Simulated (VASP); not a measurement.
A run of VASP 6.6.1:

Contents of INCAR:

```
PREC = Accurate ; ENCUT = 600
EDIFF = 1E-6 ; ISMEAR = -1
SIGMA = 0.05 ; LREAL = False
LASPH = True ; NELM = 100
ALGO = Normal ; ISIF = 3
LWAVE = False ; LCHARG = False
GGA = PS ; IBRION = 2
NSW = 80 ; EDIFFG = -0.02
PSTRESS = 50.0
```

The input KPOINTS:

```
regular mesh
0
Gamma
  11 11 6
```

The input POSCAR:

```
Zn
1.0
    2.6700000000      0.0000000000      0.0000000000
   -1.3350000000      2.3122878281      0.0000000000
    0.0000000000      0.0000000000      4.9660000000
Zn
2
Direct
    0.6666666667      0.3333333333      0.7500000000
    0.3333333333      0.6666666667      0.2500000000
```

Potentials or basis: VASP PAW PBE potentials, release 64 (Zn).

Run with:

```bash
$ cat potpaw_PBE.64/Zn/POTCAR > POTCAR
$ mpirun -np 1 vasp_std > vasp.out
```

Hardware: 1 thread of AMD EPYC 7R43 64-Core Processor (Zen 3), with other jobs on the host.

Problem. How long does it take, and how much memory?

Solution. Run time: 6.7 min on 1 thread of AMD EPYC 7R43 64-Core Processor (Zen 3), on a shared host, peak memory 0.15 GiB. Counts: scf iterations 107, k points 64, ion steps 15.
